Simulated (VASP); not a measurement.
BaS, 2 atoms in the cell. The structure is cubic, space group Fm-3m (No. 225). Conventional cell: a = 6.388 Å, b = 6.388 Å, c = 6.388 Å, α = 90.00°, β = 90.00°, γ = 90.00°. Ba (site symmetry m-3m) has 6 S at 3.19 Å within 4.2 Å. Within 4.2 Å of S (site symmetry m-3m) lie 6 Ba at 3.19 Å. 

* Program: VASP 6.6.1
* Task: single point
* Functional: PBEsol-based global hybrid with 25 % exact exchange
* Potentials or basis: VASP PAW PBE potentials, release 64 (Ba_sv, S)
* Cutoff: 520 eV
* k mesh: 4 × 4 × 4
* Occupations: fermi-dirac, width 0.05 eV
* Spin: no spin polarisation
* Dipole correction: no
* Grid for exact exchange (PRECFOCK): Normal
* Share of exact exchange: 0.25
* Further INCAR settings: ALGO = Normal; EDIFF = 1e-06; NBANDS = 15

Potentials or basis: VASP PAW PBE potentials, release 64 (Ba_sv, S).

Run with:

```console
$ cat potpaw_PBE.64/Ba_sv/POTCAR potpaw_PBE.64/S/POTCAR > POTCAR
$ cp INCAR.step1 INCAR
$ mpirun -np 1 vasp_std > vasp.out
$ cp INCAR.step2 INCAR
$ mpirun -np 1 vasp_std > vasp.out
```

Hardware: 1 thread of AMD EPYC 7R13 Processor (Zen 3) (shared host).

Estimate the wall time of this run.

Run time: 6.8 min on 1 thread of AMD EPYC 7R13 Processor (Zen 3) (shared host), peak memory 0.18 GiB. Counts: k points 8.
